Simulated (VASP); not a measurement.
Set up this calculation in VASP 6.6.1, as the native input.

| Property | Result |
| --- | --- |
| Task | single point |
| Functional | PBE |
| Potentials or basis | VASP PAW PBE potentials, release 64 (Al, N) |
| Cutoff | 520 eV |
| k mesh | 10 × 10 × 10 |
| Occupations | gaussian, width 0.02 eV |
| Spin | no spin polarisation |
| Dipole correction | no |
| k mesh for the DOS | 15 × 15 × 15 |
| Occupations for the DOS | tetrahedron |
| Further INCAR settings | ALGO = Normal; EDIFF = 1e-06; NBANDS = 11 |

The system is AlN.

```
Al N
1.0
     0.00000    2.03527    2.03527
     2.03527    0.00000    2.03527
     2.03527    2.03527    0.00000
Al N
1 1
Cartesian
  2.0353 2.0353 2.0353
  0.0000 0.0000 0.0000
```

These files were run (other wordings do the same):

POSCAR

```
AlN
1.0
    0.0000000000      2.0352676073      2.0352676073
    2.0352676073      0.0000000000      2.0352676073
    2.0352676073      2.0352676073      0.0000000000
Al N
1 1
Direct
    0.5000000000      0.5000000000      0.5000000000
    0.0000000000      0.0000000000      0.0000000000
```

INCAR.step1

```
ALGO = Normal ; EDIFF = 1E-6
ENCUT = 520 ; GGA = PE
ISIF = 2 ; ISMEAR = 0
LASPH = True ; LCHARG = True
LREAL = False ; LWAVE = False
NBANDS = 11 ; NELM = 100
PREC = Accurate ; SIGMA = 0.02
```

KPOINTS.step1

```
k-points
0
Gamma
  10 10 10
```

INCAR.step2

```
ALGO = Normal ; EDIFF = 1E-6
ENCUT = 520 ; GGA = PE
ICHARG = 11 ; ISIF = 2
ISMEAR = -5 ; LASPH = True
LCHARG = False ; LORBIT = 10
LREAL = False ; LWAVE = False
NBANDS = 11 ; NEDOS = 1001
NELM = 100 ; PREC = Accurate
SIGMA = 0.02
```

KPOINTS.step2

```
k-points
0
Gamma
  15 15 15
```

Potentials or basis: VASP PAW PBE potentials, release 64 (Al, N).

Command:

```bash
$ cat potpaw_PBE.64/Al/POTCAR potpaw_PBE.64/N/POTCAR > POTCAR
$ cp INCAR.step1 INCAR
$ cp KPOINTS.step1 KPOINTS
$ mpirun -np 1 vasp_std > vasp.out
$ cp INCAR.step2 INCAR
$ cp KPOINTS.step2 KPOINTS
$ mpirun -np 1 vasp_std > vasp.out
```

Results of the run:

```yaml
Valence_electrons_inside_the_program's_atomic_spheres: Al 0.71; N 3.86
```

It took 16 s on 1 thread of Intel(R) Xeon(R) Platinum 8259CL CPU @ 2.50GHz (Skylake/Cascade Lake), with other jobs on the host, peak memory 0.14 GiB.
